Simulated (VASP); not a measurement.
Wanted: the native input for a VASP 6.6.1 run.

| Property | Result |
| --- | --- |
| Task | single point |
| Functional | PBEsol |
| Potentials or basis | VASP PAW PBE potentials, release 64 (Si, C) |
| Cutoff | 600 eV |
| k mesh | 10 × 10 × 10 |
| Occupations | gaussian, width 0.02 eV |
| Spin | no spin polarisation |
| Dipole correction | no |
| Further INCAR settings | ALGO = Normal; EDIFF = 1e-06; NBANDS = 11 |

The structure of SiC lies in POSCAR:

```
SiC
1.0
    0.0000000000      2.1784489659      2.1784489659
    2.1784489659      0.0000000000      2.1784489659
    2.1784489659      2.1784489659      0.0000000000
Si C
1 1
Direct
    0.7500000000      0.7500000000      0.7500000000
    0.0000000000      0.0000000000      0.0000000000
```

The input as run:

INCAR

```
SYSTEM = SiC
PREC = Accurate ; ENCUT = 600
EDIFF = 1E-6 ; ISMEAR = 0
SIGMA = 0.02 ; LREAL = .False.
LASPH = .True. ; NELM = 120
ALGO = Normal ; ISIF = 2
LWAVE = .False. ; LCHARG = .False.
GGA = PS ; NBANDS = 11
GGA_COMPAT = .False.
```

KPOINTS

```
regular mesh
0
Gamma
  10 10 10
  0 0 0
```

Potentials or basis: VASP PAW PBE potentials, release 64 (Si, C).

Launch:

```bash
$ cat potpaw_PBE.64/Si/POTCAR potpaw_PBE.64/C/POTCAR > POTCAR
$ mpirun -np 1 vasp_std > vasp.out
```

It gave:

```yaml
Pressure: 0.2 GPa
Band_gap_on_the_k_mesh: 1.23 eV (least direct gap 4.44 eV)
```

Caveat: the PAW data sets were made with another functional, which shifts forces and pressure a little.

Run time: 47 s on 1 thread of Intel Xeon 8259CL, on a shared host, peak memory 0.16 GiB.
